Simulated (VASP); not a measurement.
Wanted: the native input for a VASP 6.6.1 run.

| Item | Value |
| --- | --- |
| Task | relaxation of cell and atoms |
| Functional | HSE06 |
| Potentials or basis | VASP PAW PBE potentials, release 64 (Ge_d) |
| Cutoff | 600 eV |
| k mesh | 5 × 5 × 5 |
| Occupations | fermi-dirac, width 0.05 eV |
| Spin | no spin polarisation |
| Dipole correction | no |
| Grid for exact exchange (PRECFOCK) | Normal |
| Further INCAR settings | ALGO = Normal; EDIFF = 1e-06; IBRION = 2; EDIFFG = -0.01; NSW = 60; ISIF = 3 |
| Share of exact exchange | 0.25 |
| Screening parameter | 0.2079 1/Å |

The system is Ge.

```xyz
1
Lattice="2.7105 0.0000 0.0000 0.0000 2.7105 0.0000 0.0000 0.0000 2.7105" Properties=species:S:1:pos:R:3 pbc="T T T"
Ge    0.0000    0.0000    0.0000
```

This isn't the form of Ge at room conditions, which is diamond.

The input as run:

POSCAR

```
Ge
1.0
    2.7104700000      0.0000000000      0.0000000000
    0.0000000000      2.7104700000      0.0000000000
    0.0000000000      0.0000000000      2.7104700000
Ge
1
Direct
    0.0000000000      0.0000000000      0.0000000000
```

INCAR.step1

```
SYSTEM = Ge
ALGO = Normal
EDIFF = 1E-5
ENCUT = 600
GGA = PE
ISMEAR = -1
LASPH = .True.
LCHARG = .False.
LREAL = .False.
LWAVE = .True.
NBANDS = 13
NELM = 80
PREC = Accurate
SIGMA = 0.05
```

INCAR.step2

```
SYSTEM = Ge
ALGO = Normal
EDIFF = 1E-6
EDIFFG = -0.01
ENCUT = 600
GGA = PE
HFSCREEN = 0.2079
IBRION = 2
ISIF = 3
ISMEAR = -1
ISTART = 1
LASPH = .True.
LCHARG = .False.
LHFCALC = .True.
LREAL = .False.
LWAVE = .False.
NELM = 80
NSW = 60
PREC = Accurate
PRECFOCK = Normal
SIGMA = 0.05
```

KPOINTS

```
k-points
0
Gamma
  5 5 5
  0 0 0
```

Potentials or basis: VASP PAW PBE potentials, release 64 (Ge_d).

The run is started by

```bash
$ cat potpaw_PBE.64/Ge_d/POTCAR > POTCAR
$ cp INCAR.step1 INCAR
$ mpirun -np 1 vasp_std > vasp.out
$ cp INCAR.step2 INCAR
$ mpirun -np 1 vasp_std > vasp.out
```

Results of the run:

| Property | Result |
| --- | --- |
| Relaxed volume | 19.60 Å³/atom |
| Relaxed cell | a = 2.696 Å, b = 2.696 Å, c = 2.696 Å, α = 90.00°, β = 90.00°, γ = 90.00° |
| Space group after relaxing (to 0.1 Å) | Pm-3m (No. 221) |
| Energy gained by relaxing | 1.2 meV/atom |
| Ionic steps | 7 |
| Pressure after relaxing | 0.0 GPa |
| Band gap on the k mesh | zero (bands 7 and 8 overlap by 9.11 eV) |

Caveat: the k points lie up to 0.47 Å⁻¹ apart in the final cell, too coarse for converged energies and pressures of a metal; the PAW data sets were made with another functional, which shifts forces and pressure a little.

Run time: 42 min on 1 thread of Oxide Virtual Turin-like Processor, on a shared host, peak memory 0.21 GiB.
